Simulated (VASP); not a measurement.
MoS2:

```xyz
3
Lattice="3.2488 0.0000 0.0000 -1.6244 2.8136 0.0000 0.0000 0.0000 6.3543" Properties=species:S:1:pos:R:3 pbc="T T T"
Mo    0.0000    0.0000    3.1771
S     1.6244    0.9379    4.7319
S     0.0000    1.8757    1.6224
```

Base run:

| Item | Value |
| --- | --- |
| Program | VASP 6.6.1 |
| Functional | PBEsol |
| Potentials or basis | VASP PAW PBE potentials, release 64 (Mo_sv, S) |
| Cutoff | 520 eV |
| k mesh | 9 × 9 × 4 |
| Occupations | fermi-dirac, width 0.05 eV |
| Spin | no spin polarisation |

Its results: band gap on the k mesh zero (band 13 reaches 7.19 eV, above the bottom of band 14 at 6.20 eV); pressure -5.8 GPa; largest force 0.277 eV/Å.

The run is repeated on the same cell with these changes: functional from PBEsol to LDA; potentials or basis from VASP PAW PBE potentials, release 64 (Mo_sv, S) to VASP PAW LDA potentials, release 64 (Mo_sv, S). What comes out?

Band gap on the k mesh zero (band 13 reaches 7.10 eV, above the bottom of band 14 at 6.13 eV); pressure -8.2 GPa; largest force 0.431 eV/Å.

Caveats: the PAW data sets were made with another functional, which shifts forces and pressure a little (some runs); this functional lacks dispersion, which binds the layers, so the pressure and a relaxed spacing across them are unreliable (some runs).
